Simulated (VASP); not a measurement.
A run of VASP 6.6.1:

File INCAR:

```
SYSTEM = BaTiO3
PREC = Accurate
ENCUT = 520
EDIFF = 1E-7
ISMEAR = -1
SIGMA = 0.02
LREAL = .FALSE.
LASPH = .TRUE.
NELM = 80
ALGO = Normal
ISIF = 2
LWAVE = .FALSE.
LCHARG = .FALSE.
GGA = PE
NBANDS = 28
```

Contents of KPOINTS:

```
Automatic mesh
0
G
  6 6 6
  0 0 0
```

The input POSCAR:

```
BaTiO3
1.0
    3.9940965204      0.0000000000      0.0000000000
    0.0000000000      3.9940965204      0.0000000000
    0.0000000000      0.0000000000      3.9940965204
Ba Ti O
1 1 3
Direct
    0.0000000000      0.0000000000      0.0000000000
    0.5000000000      0.5000000000      0.5000000000
    0.5000000000      0.5000000000      0.0000000000
    0.5000000000      0.0000000000      0.5000000000
    0.0000000000      0.5000000000      0.5000000000
```

Potentials or basis: VASP PAW PBE potentials, release 64 (Ba_sv, Ti_sv, O).

Command:

```console
$ cat potpaw_PBE.64/Ba_sv/POTCAR potpaw_PBE.64/Ti_sv/POTCAR potpaw_PBE.64/O/POTCAR > POTCAR
$ mpirun -np 1 vasp_std > vasp.out
```

Hardware: 1 thread of AMD EPYC 9R45 96-Core Processor (Zen 5), with other jobs on the host.

**Question.** How long does it take, and how much memory?

**Answer.** Run time: 23 s on 1 thread of AMD EPYC 9R45 96-Core Processor (Zen 5) (shared host), peak memory 0.16 GiB. Counts: scf iterations 17, k points 20.
